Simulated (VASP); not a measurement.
Input of a VASP 6.6.1 run:

INCAR

```
SYSTEM = Be
ALGO     = Normal         ! electronic algorithm
EDIFF    = 1E-6           ! SCF threshold, eV
EDIFFG   = -0.005         ! ionic threshold
ENCUT    = 600            ! plane-wave cutoff, eV
IBRION   = 2              ! ionic algorithm
ISIF     = 3              ! what is computed and relaxed
ISMEAR   = 0              ! smearing method
LASPH    = .True.         ! aspherical terms in the spheres
LCHARG   = .False.        ! write CHGCAR
LREAL    = .False.        ! projectors in reciprocal space
LWAVE    = .False.        ! write WAVECAR
NELM     = 60             ! most SCF steps
NSW      = 70             ! ionic steps
PREC     = Accurate       ! precision mode
SIGMA    = 0.1            ! smearing width, eV
```

File KPOINTS:

```
k-points
0
Gamma
  21 21 12
  0 0 0
```

Contents of POSCAR:

```
Be
1.0
    2.2626981586      0.0000000000      0.0000000000
   -1.1313490793      1.9595540864      0.0000000000
    0.0000000000      0.0000000000      3.5667383307
Be
2
Direct
    0.3333333333      0.6666666667      0.2500000000
    0.6666666667      0.3333333333      0.7500000000
```

Potentials or basis: VASP PAW LDA potentials, release 64 (Be).

Command:

```sh
$ cat potpaw_LDA.64/Be/POTCAR > POTCAR
$ mpirun -np 1 vasp_std > vasp.out
```

(1) What does it give for the relaxed cell?

(2) Predict the relaxed volume.

(3) Estimate the space group after relaxing (to 0.1 Å).

(4) What does it give for the band gap on the k mesh?

## Answers

(1) a = 2.229 Å, b = 2.229 Å, c = 3.520 Å, α = 90.00°, β = 90.00°, γ = 120.00°.

(2) 7.57 Å³/atom.

(3) P6_3/mmc (No. 194).

(4) zero (bands 2 and 3 overlap by 2.11 eV).
